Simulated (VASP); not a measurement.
Here is a VASP 6.6.1 calculation.

INCAR

```
SYSTEM = Si
PREC = Accurate ; ENCUT = 520
EDIFF = 1E-7 ; ISMEAR = 0
SIGMA = 0.02 ; LREAL = Auto
LASPH = .TRUE. ; NELM = 80
ALGO = Normal ; ISIF = 2
LWAVE = .FALSE. ; LCHARG = .FALSE.
GGA = PS ; NBANDS = 86
```

File KPOINTS:

```
Automatic mesh
0
G
  3 3 3
  0 0 0
```

Contents of POSCAR:

```
Si
1.0
   -5.4338341610      5.4338341610      5.4338341610
    5.4338341610     -5.4338341610      5.4338341610
    5.4338341610      5.4338341610     -5.4338341610
Si
32
Direct
    0.2500000000      0.5000000000      0.0000000000
    0.2500000000      0.7500000000      0.7500000000
    0.2500000000      0.0000000000      0.5000000000
    0.5000000000      0.2500000000      0.0000000000
    0.2500000000      0.2500000000      0.2500000000
    0.5000000000      0.5000000000      0.7500000000
    0.5000000000      0.7500000000      0.5000000000
    0.7500000000      0.0000000000      0.0000000000
    0.5000000000      0.0000000000      0.2500000000
    0.7500000000      0.2500000000      0.7500000000
    0.7500000000      0.5000000000      0.5000000000
    0.0000000000      0.7500000000      0.0000000000
    0.7500000000      0.7500000000      0.2500000000
    0.0000000000      0.0000000000      0.7500000000
    0.0000000000      0.2500000000      0.5000000000
    0.0000000000      0.5000000000      0.2500000000
    0.0000000000      0.2500000000      0.7500000000
    0.0000000000      0.5000000000      0.5000000000
    0.0000000000      0.7500000000      0.2500000000
    0.2500000000      0.0000000000      0.7500000000
    0.0000000000      0.0000000000      0.0000000000
    0.2500000000      0.2500000000      0.5000000000
    0.2500000000      0.5000000000      0.2500000000
    0.5000000000      0.7500000000      0.7500000000
    0.2500000000      0.7500000000      0.0000000000
    0.5000000000      0.0000000000      0.5000000000
    0.5000000000      0.2500000000      0.2500000000
    0.7500000000      0.5000000000      0.7500000000
    0.5000000000      0.5000000000      0.0000000000
    0.7500000000      0.7500000000      0.5000000000
    0.7500000000      0.0000000000      0.2500000000
    0.7500000000      0.2500000000      0.0000000000
```

Potentials or basis: VASP PAW PBE potentials, release 64 (Si).

Run with:

```bash
$ cat potpaw_PBE.64/Si/POTCAR > POTCAR
$ mpirun -np 1 vasp_std > vasp.out
```

**Question.** Predict the pressure.

**Answer.** 0.1 GPa.

**Question.** What does it give for the band gap on the k mesh?

**Answer.** 0.59 eV.

Caveat: the PAW data sets were made with another functional, which shifts forces and pressure a little. A hybrid or GW would open this gap; PBEsol tends to underestimate it.
